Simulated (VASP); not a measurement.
# SiC (Moissanite) (P6_3mc) in VASP: further runs, part 2 of 2

VASP 6.6.1.

**3. Single point, PBE+D4**

This run uses another cell than the first one, of 10.34 Å³/atom, 1.020 times its volume.

Contents of INCAR:

```
PREC     = Accurate       # precision mode
ENCUT    = 520            # plane-wave cutoff, eV
EDIFF    = 1E-6           # SCF threshold, eV
ISMEAR   = -1             # smearing method
SIGMA    = 0.05           # smearing width, eV
LREAL    = False          # projectors in reciprocal space
LASPH    = True           # aspherical terms in the spheres
NELM     = 100            # most SCF steps
ALGO     = Normal         # electronic algorithm
ISIF     = 2              # what is computed and relaxed
LWAVE    = False          # write WAVECAR
LCHARG   = False          # write CHGCAR
GGA      = PE             # functional
IVDW     = 13             # dispersion correction
NBANDS   = 16             # bands
```

Contents of KPOINTS:

```
Automatic mesh
0
Gamma
  10 10 5
```

Contents of POSCAR:

```
SiC
1.0
    3.0760000000      0.0000000000      0.0000000000
   -1.5380000000      2.6638941420      0.0000000000
    0.0000000000      0.0000000000      5.0480000000
Si C
2 2
Direct
    0.6666666667      0.3333333333      0.5000000000
    0.3333333333      0.6666666667      0.0000000000
    0.6666666667      0.3333333333      0.8850000000
    0.3333333333      0.6666666667      0.3850000000
```

Potentials or basis: VASP PAW PBE potentials, release 64 (Si, C).

Run with:

```sh
cat potpaw_PBE.64/Si/POTCAR potpaw_PBE.64/C/POTCAR > POTCAR
mpirun -np 1 vasp_std > vasp.out
```

OUTCAR:

```text
PREC = Accurate
   ENCUT = 520
   EDIFF = 1E-6
   ISMEAR = -1
   LREAL = False
   LASPH = True
   NELM = 100
   ISIF = 2
   GGA = PE
   IVDW = 13

 ion  position               nearest neighbor table
   1  0.667  0.333  0.500-   4 1.87   4 1.87   4 1.87   3 1.94   2 3.09   2 3.09   2 3.09   2 3.09
                             2 3.09   2 3.09
   2  0.333  0.667  0.000-   3 1.87   3 1.87   3 1.87   4 1.94   1 3.09   1 3.09   1 3.09   1 3.09
                             1 3.09   1 3.09
   3  0.667  0.333  0.885-   2 1.87   2 1.87   2 1.87   1 1.94
   4  0.333  0.667  0.385-   1 1.87   1 1.87   1 1.87   2 1.94

  LATTYP: Found a hexagonal cell.
 ALAT       =     3.0760000000
 C/A-ratio  =     1.6410923277

  Lattice vectors:

 A1 = (   3.0760000000,   0.0000000000,   0.0000000000)
 A2 = (  -1.5380000000,   2.6638941420,   0.0000000000)
 A3 = (   0.0000000000,   0.0000000000,   5.0480000000)

Analysis of symmetry for initial positions (statically):
=====================================================================
 Subroutine PRICEL returns:
 Original cell was already a primitive cell.

 Routine SETGRP: Setting up the symmetry group for a
 hexagonal supercell.

 Subroutine GETGRP returns: Found 12 space group operations
 (whereof  6 operations were pure point group operations)
 out of a pool of 24 trial point group operations.

The static configuration has the point symmetry C_3v.
 The point group associated with its full space group is C_6v.

Analysis of symmetry for dynamics (positions and initial velocities):
=====================================================================
 Subroutine PRICEL returns:
 Original cell was already a primitive cell.

 Routine SETGRP: Setting up the symmetry group for a
 hexagonal supercell.

 Subroutine GETGRP returns: Found 12 space group operations
 (whereof  6 operations were pure point group operations)
 out of a pool of 24 trial point group operations.

The dynamic configuration has the point symmetry C_3v.
 The point group associated with its full space group is C_6v.

 Subroutine INISYM returns: Found 12 space group operations
 (whereof  6 operations are pure point group operations),
 and found     1 'primitive' translations

----------------------------------------------------------------------------------------

                                     Primitive cell

  volume of cell :      41.3640

  direct lattice vectors                    reciprocal lattice vectors
     3.076000000  0.000000000  0.000000000     0.325097529  0.187695146  0.000000000
    -1.538000000  2.663894142  0.000000000     0.000000000  0.375390292  0.000000000
     0.000000000  0.000000000  5.048000000     0.000000000  0.000000000  0.198098257

  length of vectors
     3.076000000  3.076000000  5.048000000     0.375390292  0.375390292  0.198098257

  position of ions in fractional coordinates (direct lattice)
     0.666666667  0.333333333  0.500000000
     0.333333333  0.666666667  0.000000000
     0.666666667  0.333333333  0.885000000
     0.333333333  0.666666667  0.385000000

  ion indices of the primitive-cell ions
   primitive index   ion index
                 1           1
                 2           2
                 3           3
                 4           4

----------------------------------------------------------------------------------------

 KPOINTS: Automatic mesh
[... 29 lines left out ...]
  0.400000 -0.000000  0.000000      6.000000
  0.500000  0.000000  0.000000      3.000000
[... 16 lines left out ...]
  0.300000  0.100000  0.200000     24.000000
  0.400000  0.100000  0.200000     24.000000
 [... further k-points ...]
   k-points           NKPTS =     42   k-points in BZ     NKDIM =     42   number of bands    NBANDS=     16
   number of dos      NEDOS =    301   number of ions     NIONS =      4
   total plane-waves  NPLWV =  23040
   dimension x,y,z NGX =    24 NGY =   24 NGZ =   40
   dimension x,y,z NGXF=    48 NGYF=   48 NGZF=   80
   ions per type =               2   2
   NGX,Y,Z   is equivalent  to a cutoff of  12.97, 12.97, 13.17 a.u.
   NGXF,Y,Z  is equivalent  to a cutoff of  25.94, 25.94, 26.35 a.u.
 SYSTEM =  unknown system
   PREC   = accura    normal or accurate (medium, high low for compatibility)
   ISTART =      0    job   : 0-new  1-cont  2-samecut
   ICHARG =      2    charge: 1-file 2-atom 10-const
   ISPIN  =      1    spin polarized calculation?
   LNONCOLLINEAR =      F non collinear calculations
   LSORBIT =      F    spin-orbit coupling
   LASPH  =      T    aspherical Exc in radial PAW
   ENCUT  =  520.0 eV  38.22 Ry    6.18 a.u.   5.72  5.72  9.39*2*pi/ulx,y,z
   NELM   =    100;   NELMIN=  2; NELMDL= -5     # of ELM steps
   EDIFF  = 0.1E-05   stopping-criterion for ELM
   LREAL  =      F    real-space projection
   EDIFFG = 0.1E-04   stopping-criterion for IOM
   NSW    =      0    number of steps for IOM
   IBRION =     -1    ionic relax: 0-MD 1-quasi-New 2-CG
   NFREE  =      0    steps in history (QN), initial steepest desc. (CG)
   ISIF   =      2    stress and relaxation
   ISYM   =      2    0-nonsym 1-usesym 2-fastsym
   POTIM  = 0.5000    time-step for ionic-motion
   TEBEG  =    0.0;   TEEND  =   0.0 temperature during run
   PSTRESS=    0.0 pullay stress
   NELECT =      16.0000    total number of electrons
   NUPDOWN=      -1.0000    fix difference up-down
   EMIN   =  10.00;   EMAX   =-10.00  energy-range for DOS
   EFERMI =   0.00;   METHOD = LEGACY
   ISMEAR =    -1;   SIGMA  =   0.05  broadening in eV -4-tet -1-fermi 0-gaus
   EFERMI_NEDOS =   21; number of points for ismear=-14 and -15
   IALGO  =     38    algorithm
   IMIX   =      4    mixing-type and parameters
     AMIX     =   0.40;   BMIX     =  1.00
     AMIX_MAG =   1.60;   BMIX_MAG =  1.00
  volume/ion in A,a.u.               =      10.34        69.78
  Fermi-wavevector in a.u.,A,eV,Ry     =   1.192817  2.254098 19.358549  1.422813
  Thomas-Fermi vector in A             =   2.328847
   LORBIT       =      0    0 simple, 1 ext, 2 COOP (PROOUT), +10 PAW based schemes
   GGA     = PE    functional components
   LHFCALC =     F    Hartree Fock is set to
   AEXX    =    0.0000 exact exchange contribution
   IVDW    =    13    specifies the selected vdW correction
   LEPSILON=     F    determine dielectric tensor
   LRPA    =     F    only Hartree local field effects (RPA)
 non-spin polarized calculation
  energy-cutoff  :      520.00
  volume of cell :       41.36
 maximum number of plane-waves:      1132
 NGX is ok and might be reduce to    24
   NGX = 11   NGY = 11   NGZ = 19

 number of electron      16.0000000 magnetization

 Free energy of the ion-electron system (eV)
  ---------------------------------------------------
  ext. energy  EPLUGINS =         0.00000000
  ---------------------------------------------------
  free energy    TOTEN  =       -30.06707720 eV

  energy without entropy =      -30.06707720  energy(sigma->0) =      -30.06707720

 E-fermi :   9.3214     XC(G=0): -11.3486

 val. band max:        8.4096904091   @ k =   0.0000   0.0000   0.0000
 cond. band min:      10.8889033413   @ k =   0.3000   0.3000   0.0000
 fundamental gap:      2.4792129322
 Fermi energy:         9.3214084447

 k-point     1 :       0.0000    0.0000    0.0000
  band No.  band energies     occupation
      1      -7.3151      2.00000
      2      -3.8128      2.00000
      3      -0.2831      2.00000
      4       6.8534      2.00000
      5       6.8534      2.00000
      6       8.1340      2.00000
[... 433 lines left out ...]
      3       0.1142      2.00000
      4       1.5912      2.00000
      5       3.6621      2.00000
      6       4.4738      2.00000
[... 8 lines left out ...]
     15      19.7589      0.00000
     16      21.0924      0.00000

 [... further k-points ...]

------------------------ aborting loop because EDIFF is reached ----------------------------------------

  DFT-D4 for vdW energy calculation

  Edisp (eV):   -1.31617

  FORCE on cell =-STRESS in cart. coord.  units (eV):
  Direction    XX          YY          ZZ          XY          YZ          ZX
  --------------------------------------------------------------------------------------
  -------------------------------------------------------------------------------------
  Total       0.24434     0.24434    -0.93194     0.00000     0.00000    -0.00000
  in kB       9.46423     9.46423   -36.09747     0.00000     0.00000    -0.00000
  external pressure =       -5.72 kB  Pullay stress =        0.00 kB

 VOLUME and BASIS-vectors are now :
 -----------------------------------------------------------------------------
  energy-cutoff  :      520.00
  volume of cell :       41.36
      direct lattice vectors                 reciprocal lattice vectors
     3.076000000  0.000000000  0.000000000     0.325097529  0.187695146  0.000000000
    -1.538000000  2.663894142  0.000000000     0.000000000  0.375390292  0.000000000
     0.000000000  0.000000000  5.048000000     0.000000000  0.000000000  0.198098257

 POSITION                                       TOTAL-FORCE (eV/Angst)
 -----------------------------------------------------------------------------------
      1.53800      0.88796      2.52400        -0.000000      0.000000      0.738874
     -0.00000      1.77593      0.00000         0.000000      0.000000      0.738874
      1.53800      0.88796      4.46748         0.000000     -0.000000     -0.738874
     -0.00000      1.77593      1.94348        -0.000000      0.000000     -0.738874
 -----------------------------------------------------------------------------------
    total drift:                                0.000000      0.000000     -0.000217

  FREE ENERGIE OF THE ION-ELECTRON SYSTEM (eV)
  ---------------------------------------------------
  free  energy   TOTEN  =       -31.3832480234 eV

  energy  without entropy=      -31.3832480233  energy(sigma->0) =      -31.38324802
```

Run time: 42 s. Hardware: 1 thread of AMD EPYC 7R13, shared host; peak memory 0.13 GiB.

What came out:

| Quantity | Value |
| --- | --- |
| Free energy | -31.3832 eV |
| Pressure | -0.6 GPa |
| Largest force | 0.739 eV/Å |
| Band gap on the k mesh | 2.48 eV, indirect (least direct gap 4.08 eV) |
| Dispersion energy per atom | -0.329 eV |

Forces in eV/Å, atoms in the order of the input:
```
Si   0.000  0.000  0.739
Si   0.000  0.000  0.739
C    0.000  0.000 -0.739
C    0.000  0.000 -0.739
```

Stress tensor (GPa, compression positive):
```
 0.95  0.00  0.00
 0.00  0.95  0.00
 0.00  0.00 -3.61
```

Levels at points of the mesh, in eV from the valence-band top:
```
           k point  band 6  band 7  band 8  band 9  band 10  band 11
(0.00, 0.00, 0.00)   -0.28   -0.28    0.00    4.62     6.03     6.51
(0.50, 0.00, 0.00)   -3.54   -3.26   -1.49    2.59     4.20     6.74
```
